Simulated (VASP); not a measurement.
A run of VASP 6.6.1:

File INCAR:

```
SYSTEM = YHg2
ALGO = Fast
EDIFF = 1E-6
ENCUT = 520
GGA = PS
ISIF = 2
ISMEAR = 0
LASPH = .TRUE.
LCHARG = .FALSE.
LREAL = .FALSE.
LWAVE = .FALSE.
NBANDS = 24
NELM = 80
PREC = Accurate
SIGMA = 0.05
```

Contents of KPOINTS:

```
k-points
0
G
  10 10 8
  0 0 0
```

Contents of POSCAR:

```
YHg2
1.0
    4.8317107820     -0.0000000001      0.0000000000
   -2.4158553909      4.1843842810      0.0000000000
    0.0000000000      0.0000000000      3.4173061330
Y Hg
1 2
Direct
    0.0000000000      0.0000000000      0.0000000000
    0.3333333333      0.6666666667      0.5000000000
    0.6666666667      0.3333333333      0.5000000000
```

Potentials or basis: VASP PAW PBE potentials, release 64 (Y_sv, Hg).

Command:

```sh
$ cat potpaw_PBE.64/Y_sv/POTCAR potpaw_PBE.64/Hg/POTCAR > POTCAR
$ mpirun -np 1 vasp_std > vasp.out
```

Hardware: 1 thread of Intel(R) Xeon(R) Platinum 8488C (Sapphire Rapids), with other jobs on the host.

How long does it take, and how much memory?

It took 110 s on 1 thread of Intel(R) Xeon(R) Platinum 8488C (Sapphire Rapids), on a shared host, peak memory 0.28 GiB. Counts: scf iterations 17, k points 70.
